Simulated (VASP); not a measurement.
Input of a VASP 6.6.1 run:

INCAR

```
SYSTEM = H3Cl
  ALGO = Normal
  EDIFF = 1E-6
  ENCUT = 400
  GGA = PE
  GGA_COMPAT = .FALSE.
  ISIF = 2
  ISMEAR = -1
  IVDW = 12
  LASPH = .TRUE.
  LCHARG = .FALSE.
  LREAL = .FALSE.
  LWAVE = .FALSE.
  NBANDS = 27
  NELM = 120
  PREC = Accurate
  SIGMA = 0.02
```

The input KPOINTS:

```
k-points
0
G
  1 1 1
  0 0 0
```

Contents of POSCAR:

```
H3Cl
1.0
    6.8105660000      0.0000000000      0.0000000000
    0.0000000000      6.8105660000      0.0000000000
    0.0000000000      0.0000000000      6.8105660000
Cl H
3 9
Direct
    0.3111488825      0.3881615713      0.1702354841
    0.3437012430      0.9290270442      0.6215929777
   -0.0833851401      0.3937705031      0.7931939871
    0.2008790459      0.4089527948      0.0188677417
    0.3267423001      1.0178155531      0.4554247033
    0.0857197478      0.4005393972      0.6988405956
    0.4161915471      0.4077047341      0.6977393656
    0.3943431427      0.3166403497      0.6437350435
    0.9468669711      0.9426235646      0.7570295920
    0.9141971460      0.8412223008      0.7997279521
    0.3016783040      0.9341954839      0.1849185516
    0.3646539803      0.8580344130      0.1221924874
```

Potentials or basis: VASP PAW PBE potentials, release 64 (Cl, H).

The run is started by

```bash
$ cat potpaw_PBE.64/Cl/POTCAR potpaw_PBE.64/H/POTCAR > POTCAR
$ mpirun -np 1 vasp_gam > vasp.out
```

(1) What does it give for the largest force?

(2) Predict the pressure.

(3) What does it give for the dispersion energy per atom?

Answers

(1) 1.120 eV/Å.

(2) -1.0 GPa.

(3) -0.029 eV.

Caveat: the k points lie up to 0.92 Å⁻¹ apart.
